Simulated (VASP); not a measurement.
# Te6Mo3H (a cell with a defect) in VASP: further runs

Te6Mo3H (a cell with a defect) is run at these levels: PBEsol+D3(BJ); tasks: single point.

Everything below comes from runs of VASP 6.6.1. Logs are shortened: lines on timing, memory, paths and dates and some standing lists are left out, and cuts for length are marked.

### Step 1. The cell of the first run

The cell holds a defect, 10 atoms: a = 3.433 Å, b = 3.433 Å, c = 20.770 Å, α = 90.00°, β = 90.00°, γ = 120.00°.

### Step 2. Single point, PBEsol+D3(BJ)

Input file INCAR:

```
PREC = Accurate
ENCUT = 400
EDIFF = 1E-6
ISMEAR = 0
SIGMA = 0.05
LREAL = False
LASPH = True
NELM = 120
ALGO = Normal
ISIF = 2
LWAVE = False
LCHARG = False
GGA = PS
IVDW = 12
NBANDS = 50
GGA_COMPAT = False
```

Input file KPOINTS:

```
regular mesh
0
Gamma
  9 9 2
```

Input file POSCAR:

```
Te6Mo3H
1.0
    3.4334342720      0.0000000000      0.0000000000
   -1.7167171360      2.9734413017      0.0000000000
    0.0000000000      0.0000000000     20.7704294686
Te Mo H
6 3 1
Direct
    0.0000000000      0.0000000000      0.9125759363
    0.3333333333      0.6666666667      0.5917818730
    0.3333333333      0.6666666667      0.2333053354
    0.3333333333      0.6666666667      0.7666946646
    0.3333333333      0.6666666667      0.4082181270
    0.0000000000      0.0000000000      0.0874240637
    0.0000000000      0.0000000000      0.6791511892
    0.0000000000      0.0000000000      0.3208488108
    0.3333333333      0.6666666667      0.0000000000
   -0.3856431633     -0.4428215817      0.8356769680
```

Potentials or basis: VASP PAW PBE potentials, release 64 (Te, Mo_sv, H).

Launch:

```bash
$ cat potpaw_PBE.64/Te/POTCAR potpaw_PBE.64/Mo_sv/POTCAR potpaw_PBE.64/H/POTCAR > POTCAR
$ mpirun -np 1 vasp_std > vasp.out
```

OUTCAR:

```text
PREC = Accurate
   ENCUT = 400
   EDIFF = 1E-6
   ISMEAR = 0
   LREAL = False
   LASPH = True
   NELM = 120
   ISIF = 2
   GGA = PS
   IVDW = 12
 IVDW          = 12

 ion  position               nearest neighbor table
   1  0.000  0.000  0.913-  10 2.15   9 2.69   9 2.69   9 2.69   4 3.62   4 3.62   4 3.62   6 3.63

   2  0.333  0.667  0.592-   7 2.69   7 2.69   7 2.69   4 3.63
   3  0.333  0.667  0.233-   8 2.69   8 2.69   8 2.69   6 3.62   6 3.62   6 3.62   5 3.63
   4  0.333  0.667  0.767-  10 1.87   7 2.69   7 2.69   7 2.69   1 3.62   1 3.62   1 3.62   2 3.63

   5  0.333  0.667  0.408-   8 2.69   8 2.69   8 2.69   3 3.63
   6  0.000  0.000  0.087-   9 2.69   9 2.69   9 2.69   3 3.62   3 3.62   3 3.62   1 3.63
   7  0.000  0.000  0.679-   2 2.69   2 2.69   2 2.69   4 2.69   4 2.69   4 2.69
   8  0.000  0.000  0.321-   5 2.69   5 2.69   5 2.69   3 2.69   3 2.69   3 2.69
   9  0.333  0.667  0.000-   1 2.69   6 2.69   1 2.69   6 2.69   1 2.69   6 2.69
  10  0.614  0.557  0.836-   4 1.87   1 2.15

  LATTYP: Found a hexagonal cell.
 ALAT       =     3.4334342720
 C/A-ratio  =     6.0494617992

  Lattice vectors:

 A1 = (   3.4334342720,   0.0000000000,   0.0000000000)
 A2 = (  -1.7167171360,   2.9734413017,   0.0000000000)
 A3 = (   0.0000000000,   0.0000000000,  20.7704294686)

Analysis of symmetry for initial positions (statically):
=====================================================================
 Subroutine PRICEL returns:
 Original cell was already a primitive cell.

 Routine SETGRP: Setting up the symmetry group for a
 hexagonal supercell.

 Subroutine GETGRP returns: Found  1 space group operations
 (whereof  1 operations were pure point group operations)
 out of a pool of 24 trial point group operations.

The static configuration has the point symmetry C_1 .

Analysis of symmetry for dynamics (positions and initial velocities):
=====================================================================
 Subroutine PRICEL returns:
 Original cell was already a primitive cell.

 Routine SETGRP: Setting up the symmetry group for a
 hexagonal supercell.

 Subroutine GETGRP returns: Found  1 space group operations
 (whereof  1 operations were pure point group operations)
 out of a pool of 24 trial point group operations.

The dynamic configuration has the point symmetry C_1 .

 Subroutine INISYM returns: Found  1 space group operations
 (whereof  1 operations are pure point group operations),
 and found     1 'primitive' translations

----------------------------------------------------------------------------------------

                                     Primitive cell

  volume of cell :     212.0477

  direct lattice vectors                    reciprocal lattice vectors
     3.433434272  0.000000000  0.000000000     0.291253573  0.168155329  0.000000000
    -1.716717136  2.973441302  0.000000000     0.000000000  0.336310658  0.000000000
     0.000000000  0.000000000 20.770429469     0.000000000  0.000000000  0.048145369

  length of vectors
     3.433434272  3.433434272 20.770429469     0.336310658  0.336310658  0.048145369

  position of ions in fractional coordinates (direct lattice)
     0.000000000  0.000000000  0.912575936
     0.333333333  0.666666667  0.591781873
     0.333333333  0.666666667  0.233305335
     0.333333333  0.666666667  0.766694665
     0.333333333  0.666666667  0.408218127
     0.000000000  0.000000000  0.087424064
     0.000000000  0.000000000  0.679151189
     0.000000000  0.000000000  0.320848811
     0.333333333  0.666666667  0.000000000
     0.614356837  0.557178418  0.835676968

  ion indices of the primitive-cell ions
   primitive index   ion index
                 1           1
                 2           2
                 3           3
                 4           4
                 5           5
                 6           6
                 7           7
                 8           8
                 9           9
                10          10

----------------------------------------------------------------------------------------

 KPOINTS: regular mesh

Automatic generation of k-mesh.
 Grid dimensions read from file:
 generate k-points for:    9    9    2

 Generating k-lattice:

  Cartesian coordinates                     Fractional coordinates (reciprocal lattice)
     0.032361508  0.018683925  0.000000000     0.111111111  0.000000000  0.000000000
     0.000000000  0.037367851  0.000000000     0.000000000  0.111111111  0.000000000
     0.000000000  0.000000000  0.024072685     0.000000000  0.000000000  0.500000000

  Length of vectors
     0.037367851  0.037367851  0.024072685

  Shift w.r.t. Gamma in fractional coordinates (k-lattice)
     0.000000000  0.000000000  0.000000000

 Subroutine IBZKPT returns following result:
 ===========================================

 Found     82 irreducible k-points:

 Following reciprocal coordinates:
            Coordinates               Weight
  0.000000  0.000000  0.000000      1.000000
  0.111111  0.000000  0.000000      2.000000
  0.000000  0.111111  0.000000      2.000000
 -0.111111  0.111111  0.000000      2.000000
  0.222222  0.000000  0.000000      2.000000
  0.000000  0.222222  0.000000      2.000000
[... 16 lines left out ...]
  0.333333  0.111111  0.000000      2.000000
 -0.111111  0.444444  0.000000      2.000000
 [... further k-points ...]
   k-points           NKPTS =     82   k-points in BZ     NKDIM =     82   number of bands    NBANDS=     50
   number of dos      NEDOS =    301   number of ions     NIONS =     10
   total plane-waves  NPLWV =  80640
   dimension x,y,z NGX =    24 NGY =   24 NGZ =  140
   dimension x,y,z NGXF=    48 NGYF=   48 NGZF=  280
   ions per type =               6   3   1
   NGX,Y,Z   is equivalent  to a cutoff of  11.62, 11.62, 11.21 a.u.
   NGXF,Y,Z  is equivalent  to a cutoff of  23.24, 23.24, 22.41 a.u.
 SYSTEM =  unknown system
   PREC   = accura    normal or accurate (medium, high low for compatibility)
   ISTART =      0    job   : 0-new  1-cont  2-samecut
   ICHARG =      2    charge: 1-file 2-atom 10-const
   ISPIN  =      1    spin polarized calculation?
   LNONCOLLINEAR =      F non collinear calculations
   LSORBIT =      F    spin-orbit coupling
   LASPH  =      T    aspherical Exc in radial PAW
   ENCUT  =  400.0 eV  29.40 Ry    5.42 a.u.   5.60  5.60 33.87*2*pi/ulx,y,z
   NELM   =    120;   NELMIN=  2; NELMDL= -5     # of ELM steps
   EDIFF  = 0.1E-05   stopping-criterion for ELM
   LREAL  =      F    real-space projection
   EDIFFG = 0.1E-04   stopping-criterion for IOM
   NSW    =      0    number of steps for IOM
   IBRION =     -1    ionic relax: 0-MD 1-quasi-New 2-CG
   NFREE  =      0    steps in history (QN), initial steepest desc. (CG)
   ISIF   =      2    stress and relaxation
   ISYM   =      2    0-nonsym 1-usesym 2-fastsym
   POTIM  = 0.5000    time-step for ionic-motion
   TEBEG  =    0.0;   TEEND  =   0.0 temperature during run
   PSTRESS=    0.0 pullay stress
   NELECT =      79.0000    total number of electrons
   NUPDOWN=      -1.0000    fix difference up-down
   EMIN   =  10.00;   EMAX   =-10.00  energy-range for DOS
   EFERMI =   0.00;   METHOD = LEGACY
   ISMEAR =     0;   SIGMA  =   0.05  broadening in eV -4-tet -1-fermi 0-gaus
   EFERMI_NEDOS =   21; number of points for ismear=-14 and -15
   IALGO  =     38    algorithm
   IMIX   =      4    mixing-type and parameters
     AMIX     =   0.40;   BMIX     =  1.00
     AMIX_MAG =   1.60;   BMIX_MAG =  1.00
  volume/ion in A,a.u.               =      21.20       143.10
  Fermi-wavevector in a.u.,A,eV,Ry     =   1.177984  2.226067 18.880069  1.387646
  Thomas-Fermi vector in A             =   2.314321
   LORBIT       =      0    0 simple, 1 ext, 2 COOP (PROOUT), +10 PAW based schemes
   GGA     = PS    functional components
   LHFCALC =     F    Hartree Fock is set to
   AEXX    =    0.0000 exact exchange contribution
   IVDW    =    12    specifies the selected vdW correction
   LEPSILON=     F    determine dielectric tensor
   LRPA    =     F    only Hartree local field effects (RPA)
 non-spin polarized calculation
 Gauss-broadening in eV      SIGMA  =   0.05
  energy-cutoff  :      400.00
  volume of cell :      212.05
 maximum number of plane-waves:      3908
   NGX = 11   NGY = 11   NGZ = 67

 number of electron      78.9999990 magnetization

 Free energy of the ion-electron system (eV)
  ---------------------------------------------------
  ext. energy  EPLUGINS =         0.00000000
  ---------------------------------------------------
  free energy    TOTEN  =       -60.62207132 eV

  energy without entropy =      -60.61962575  energy(sigma->0) =      -60.62084853

 E-fermi :   9.3536     XC(G=0): -10.9314

 val. band max:        9.3503863150   @ k =  -0.4444  -0.2222   0.0000
 cond. band min:       9.3743160231   @ k =   0.3333   0.2222   0.0000
 fundamental gap:      0.0239297081
 Fermi energy:         9.3536063597

 k-point     1 :       0.0000    0.0000    0.0000
  band No.  band energies     occupation
      1     -51.7336      2.00000
      2     -51.6620      2.00000
      3     -51.6484      2.00000
      4     -26.0008      2.00000
      5     -25.9211      2.00000
      6     -25.9034      2.00000
[... 42 lines left out ...]
     49      12.4763      0.00000
     50      12.6409      0.00000

 k-point     2 :       0.1111    0.0000    0.0000
  band No.  band energies     occupation
      1     -51.7319      2.00000
      2     -51.6604      2.00000
      3     -51.6468      2.00000
      4     -25.9962      2.00000
      5     -25.9165      2.00000
      6     -25.8988      2.00000
[... 1158 lines left out ...]
 k-point    24 :      -0.1111    0.4444    0.0000
  band No.  band energies     occupation
      1     -51.7206      2.00000
      2     -51.6491      2.00000
      3     -51.6355      2.00000
      4     -25.9705      2.00000
      5     -25.9414      2.00000
      6     -25.8873      2.00000
[... 42 lines left out ...]
     49      11.9845      0.00000
     50      12.2052      0.00000

 [... further k-points ...]

------------------------ aborting loop because EDIFF is reached ----------------------------------------

 Edisp (eV)   -5.04341

 E8    (eV) :    -3.4314

  FORCE on cell =-STRESS in cart. coord.  units (eV):
  Direction    XX          YY          ZZ          XY          YZ          ZX
  --------------------------------------------------------------------------------------
  -------------------------------------------------------------------------------------
  Total       0.27924     0.45224     1.63595     0.00300    -0.08486     1.05242
  in kB       2.10990     3.41703    12.36079     0.02269    -0.64115     7.95180
  external pressure =        5.96 kB  Pullay stress =        0.00 kB

 VOLUME and BASIS-vectors are now :
 -----------------------------------------------------------------------------
  energy-cutoff  :      400.00
  volume of cell :      212.05
      direct lattice vectors                 reciprocal lattice vectors
     3.433434272  0.000000000  0.000000000     0.291253573  0.168155329  0.000000000
    -1.716717136  2.973441302  0.000000000     0.000000000  0.336310658  0.000000000
     0.000000000  0.000000000 20.770429469     0.000000000  0.000000000  0.048145369

 POSITION                                       TOTAL-FORCE (eV/Angst)
 -----------------------------------------------------------------------------------
      0.00000      0.00000     18.95459         0.123341      0.017298      0.248902
     -0.00000      1.98229     12.29156        -0.046289      0.031320     -0.183521
     -0.00000      1.98229      4.84585         0.000626     -0.001653     -0.041937
     -0.00000      1.98229     15.92458        -0.146369     -0.052484     -0.336281
     -0.00000      1.98229      8.47887        -0.000363     -0.000545      0.047093
      0.00000      0.00000      1.81584        -0.005295      0.017681      0.140527
      0.00000      0.00000     14.10626        -0.192033      0.151049      0.070311
      0.00000      0.00000      6.66417         0.002665     -0.001068     -0.002897
     -0.00000      1.98229      0.00000        -0.056793      0.111913     -0.068949
      1.15284      1.65674     17.35737         0.320510     -0.273510      0.126751
 -----------------------------------------------------------------------------------
    total drift:                                0.000009      0.000120      0.000331

  FREE ENERGIE OF THE ION-ELECTRON SYSTEM (eV)
  ---------------------------------------------------
  free  energy   TOTEN  =       -65.6654842708 eV

  energy  without entropy=      -65.6630386967  energy(sigma->0) =      -65.66426148
```

Run time: 13 min. Hardware: 1 thread of Oxide Virtual Turin-like, shared host; peak memory 0.56 GiB.

What came out:

```yaml
Free_energy: -65.6655 eV
Pressure: 0.6 GPa
Largest_force: 0.440 eV/Å
Band_gap_on_the_k_mesh: zero (an odd number of electrons rules out a gap without spin polarisation)
Dispersion_energy_per_atom: -0.504 eV
```

Forces in eV/Å, atoms in the order of the input:
```
Te   0.123  0.017  0.249
Te  -0.046  0.031 -0.184
Te   0.001 -0.002 -0.042
Te  -0.146 -0.052 -0.336
Te   0.000 -0.001  0.047
Te  -0.005  0.018  0.141
Mo  -0.192  0.151  0.070
Mo   0.003 -0.001 -0.003
Mo  -0.057  0.112 -0.069
H    0.321 -0.274  0.127
```

Caveat: the PAW data sets were made with another functional, which shifts forces and pressure a little; spin-orbit coupling is left out, which moves the levels of the heavy elements; an odd number of electrons without spin polarisation forces a metal; a magnetic or distorted state may lie lower.

[end of part 1 of 3]

The gap in the log of VASP goes by the Fermi energy; the results here count the filled bands.